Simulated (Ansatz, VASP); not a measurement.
# Two plane-wave programs on CdS

File POSCAR:

```
CdS
1.0
    0.0616741567      2.7390960455      2.7390960455
    2.7390960455      0.0616741567      2.7390960455
    2.7390960455      2.7390960455      0.0616741567
Cd S
1 1
Direct
    0.0000000000      0.0000000000      0.0000000000
    0.5000000000      0.5000000000      0.5000000000
```

The input INCAR.step1:

```
SYSTEM = CdS
ALGO     = Normal         ! electronic algorithm
EDIFF    = 1E-4           ! SCF threshold, eV
ENCUT    = 520            ! plane-wave cutoff, eV
GGA      = PE             ! functional
ISMEAR   = 0              ! smearing method
LASPH    = .True.         ! aspherical terms in the spheres
LCHARG   = .False.        ! write CHGCAR
LREAL    = .False.        ! projectors in reciprocal space
LWAVE    = .True.         ! write WAVECAR
NBANDS   = 16             ! bands
NELM     = 60             ! most SCF steps
PREC     = Accurate       ! precision mode
SIGMA    = 0.01           ! smearing width, eV
```

The input INCAR.step2:

```
SYSTEM = CdS
ALGO     = Normal         ! electronic algorithm
EDIFF    = 1E-6           ! SCF threshold, eV
ENCUT    = 520            ! plane-wave cutoff, eV
ISIF     = 2              ! what is computed and relaxed
ISMEAR   = 0              ! smearing method
ISTART   = 1            
LASPH    = .True.         ! aspherical terms in the spheres
LCHARG   = .True.         ! write CHGCAR
LELF     = .True.         ! ELF
LMIXTAU  = .True.       
LREAL    = .False.        ! projectors in reciprocal space
LVHAR    = .True.       
LWAVE    = .False.        ! write WAVECAR
METAGGA  = R2SCAN         ! meta-GGA
NBANDS   = 16             ! bands
NELM     = 60             ! most SCF steps
PREC     = Accurate       ! precision mode
SIGMA    = 0.01           ! smearing width, eV
```

KPOINTS

```
k-points
0
Gamma
  8 8 8
  0 0 0
```

Input for Ansatz:

```yaml
crystal:
  lattice:
    - [0.0616741567, 2.7390960455, 2.7390960455]
    - [2.7390960455, 0.0616741567, 2.7390960455]
    - [2.7390960455, 2.7390960455, 0.0616741567]
  atoms:
    - { symbol: Cd, position: [0.0, 0.0, 0.0] }
    - { symbol: S, position: [0.5, 0.5, 0.5] }
kpoints:
  mp_grid: { grid: [8, 8, 8] }
  band_path:
    path:
      - [0.0, 0.0, 0.0]
      - [0.5, 0.0, 0.5]
      - [0.625, 0.25, 0.625]
      - [0.375, 0.375, 0.75]
      - [0.5, 0.5, 0.5]
      - [0.5, 0.25, 0.75]
    npoints: 1
hamiltonian:
  xc: r2scan
scf:
  occupations: { method: fixed }
  n_extra_bands: 4
output:
  forces: true
  stress: true
  eigenvalues: true
```

Change from the starting cell: epitaxial_111 strain -1.8%.

Alike in both runs: task single point; functional r2SCAN; k mesh 8 × 8 × 8; no spin polarisation.

|  | VASP | Ansatz |
| --- | --- | --- |
| version | VASP 6.6.1 | Ansatz 0.2.0 |
| potentials or method | VASP PAW PBE potentials, release 64 (Cd, S) | plane waves, PAW |
| plane-wave cutoff (eV) | 520 | 500 |
| occupations | gaussian, width 0.01 eV | fixed |
| valence electrons in the cell | 18 | 26 |

|  | VASP | Ansatz | Ansatz less VASP |
| --- | --- | --- | --- |
| gap on the k mesh at the Fermi level (eV) | 0.65 | 0.66 | +0.018 |
| pressure (GPa) | 2.3 | 1.8 | -0.52 |
| traceless stress, the component that is largest in VASP (GPa) | -0.87 | -0.89 | -0.011 |

VASP's potentials were made for PBE, not for r2SCAN. VASP's potentials hold 18 valence electrons a cell and Ansatz's 26, so a difference there can come from the potentials and not from the codes.
